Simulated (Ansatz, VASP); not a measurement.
# One calculation of Sr2CuSeO6, two programs

The input POSCAR:

```
Sr2CuSeO6
1.0
    0.0000000000      5.3263270000      0.0000000000
    5.3263270000      0.0000000000      0.0000000000
    2.6631640000      2.6631640000     -4.1517660000
O Sr Cu Se
6 2 1 1
Direct
    0.2060000000      0.2970000000      0.0000000000
    0.2970000000      0.7940000000      0.0000000000
    0.7940000000      0.7030000000      0.0000000000
    0.7030000000      0.2060000000      0.0000000000
    0.2800000000      0.2800000000      0.4400000000
    0.7200000000      0.7200000000      0.5600000000
    0.7500000000      0.2500000000      0.5000000000
    0.2500000000      0.7500000000      0.5000000000
    0.0000000000      0.0000000000      0.0000000000
    0.5000000000      0.5000000000      0.0000000000
```

The input INCAR.step1:

```
SYSTEM = Sr2CuSeO6
  ALGO = Normal
  EDIFF = 1E-4
  ENCUT = 520
  GGA = PE
  ISMEAR = -1
  LASPH = .True.
  LCHARG = .False.
  LREAL = .False.
  LWAVE = .True.
  NBANDS = 48
  NELM = 60
  PREC = Accurate
  SIGMA = 0.01
```

INCAR.step2

```
SYSTEM = Sr2CuSeO6
  ALGO = Normal
  EDIFF = 1E-6
  ENCUT = 520
  ISIF = 2
  ISMEAR = -1
  ISTART = 1
  LASPH = .True.
  LCHARG = .False.
  LMIXTAU = .True.
  LREAL = .False.
  LWAVE = .False.
  METAGGA = R2SCAN
  NBANDS = 48
  NELM = 60
  PREC = Accurate
  SIGMA = 0.01
```

File KPOINTS:

```
k-points
0
Gamma
  4 4 4
  0 0 0
```

Input for Ansatz:

```yaml
crystal:
  lattice:
    - [0.0, 5.326327, 0.0]
    - [5.326327, 0.0, 0.0]
    - [2.663164, 2.663164, -4.151766]
  atoms:
    - { symbol: O, position: [0.206, 0.297, 0.0] }
    - { symbol: O, position: [0.297, 0.794, 0.0] }
    - { symbol: O, position: [0.794, 0.703, 0.0] }
    - { symbol: O, position: [0.703, 0.206, 0.0] }
    - { symbol: O, position: [0.28, 0.28, 0.44] }
    - { symbol: O, position: [0.72, 0.72, 0.56] }
    - { symbol: Sr, position: [0.75, 0.25, 0.5] }
    - { symbol: Sr, position: [0.25, 0.75, 0.5] }
    - { symbol: Cu, position: [0.0, 0.0, 0.0] }
    - { symbol: Se, position: [0.5, 0.5, 0.0] }
  symmetry: { tolerance: 0.0003 }
kpoints:
  mp_grid: { grid: [4, 4, 4], shift: [0, 0, 0] }
magnetization:
  spin_polarized: false
scf:
  occupations: { method: fermi_dirac, width: 0.01 }
hamiltonian:
  pseudopotentials: { kind: paw }
  xc: r2scan
basis:
  ecutwfc: 500
output:
  forces: true
  stress: true
  eigenvalues: true
  write_density: true
  write_potential: true
  elf: true
  volumetric_format: npy
```

Alike in both runs: task single point; functional r2SCAN; k mesh 4 × 4 × 4; occupations fermi-dirac, width 0.01 eV; no spin polarisation.

```csv
,VASP,Ansatz
version,VASP 6.6.1,Ansatz 0.2.0
potentials or method,"VASP PAW PBE potentials, release 64 (O, Sr_sv, Cu, Se), cutoff 520 eV",PAW plane waves
valence electrons in the cell,73,91
```

|  | VASP | Ansatz | Ansatz less VASP |
| --- | --- | --- | --- |
| gap on the k mesh at the Fermi level (eV) | none | none | - |
| pressure (GPa) | -1.5 | -2.1 | -0.59 |
| traceless stress, the component that is largest in VASP (GPa) | 0.14 | 0.15 | +0.012 |
| rms of the force components (eV/Å) | 0.383 | 0.369 | -0.0143 |

VASP's potentials were made for PBE, not for r2SCAN. Atom by atom the forces differ by 0.026 eV/Å (rms over components). A gap of «none» marks a metal or a gap that the smearing closes. VASP's potentials hold 73 valence electrons a cell and Ansatz's 91, so a difference there can come from the potentials and not from the codes.

The k mesh is coarse, so the values compare programs but aren't converged.
